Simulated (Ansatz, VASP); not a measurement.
Os: VASP beside Ansatz

File INCAR:

```
SYSTEM = Os
ALGO = Normal
EDIFF = 1E-6
ENCUT = 520
GGA = PS
ISIF = 2
ISMEAR = -1
LASPH = .True.
LCHARG = .False.
LREAL = .False.
LWAVE = .False.
NBANDS = 15
NELM = 100
PREC = Accurate
SIGMA = 0.1
```

Contents of KPOINTS:

```
k-points
0
Gamma
  11 11 11
  0 0 0
```

POSCAR

```
Os
1.0
    0.0000000000      2.7874087307      2.7874087307
    2.7874087307      0.0000000000      2.7874087307
    2.7874087307      2.7874087307      0.0000000000
Os
2
Direct
    0.1250000000      0.1250000000      0.1250000000
    0.8750000000      0.8750000000      0.8750000000
```

Input for Ansatz:

```yaml
crystal:
  lattice:
    - [0.0, 2.7874087307, 2.7874087307]
    - [2.7874087307, 0.0, 2.7874087307]
    - [2.7874087307, 2.7874087307, 0.0]
  atoms:
    - { symbol: Os, position: [0.125, 0.125, 0.125] }
    - { symbol: Os, position: [0.875, 0.875, 0.875] }
hamiltonian:
  xc: pbesol
  pseudopotentials:
    kind: paw
    azcp:
      Os: "pseudopotentials/Os.paw.azcp"
basis:
  ecutwfc: 420
  fft_grid_basis: typed
kpoints:
  mp_grid: { grid: [11, 11, 11], shift: [0, 0, 0] }
magnetization:
  spin_polarized: false
scf:
  occupations: { method: fermi_dirac, width: 0.1 }
  lower_state_search: "off"
output:
  stress: true
  write_density: true
  write_potential: true
  elf: true
  volumetric_format: npy
```

Alike in both runs: task single point; functional PBEsol; k mesh 11 × 11 × 11; occupations fermi-dirac, width 0.1 eV; no spin polarisation.

```csv
,VASP,Ansatz
version,VASP 6.6.1,Ansatz 0.2.0
potentials or method,"VASP PAW PBE potentials, release 64 (Os), cutoff 520 eV","plane waves (420 eV) with PAW, scalar-relativistic"
valence electrons in the cell,16,32
```

VASP gave:

| Quantity | Value |
| --- | --- |
| pressure (GPa) | -8.9 |

Task: What did Ansatz give for the same quantities?

Result: Pressure (GPa): -8.0.

VASP's potentials were made for PBE, not for PBEsol, and Ansatz warns of the same on its side. The functional is the same, so the differences come from potentials, cutoffs and numerics. VASP's potentials hold 16 valence electrons a cell and Ansatz's 32, so a difference there can come from the potentials and not from the codes.

Neither program's run includes spin-orbit coupling.
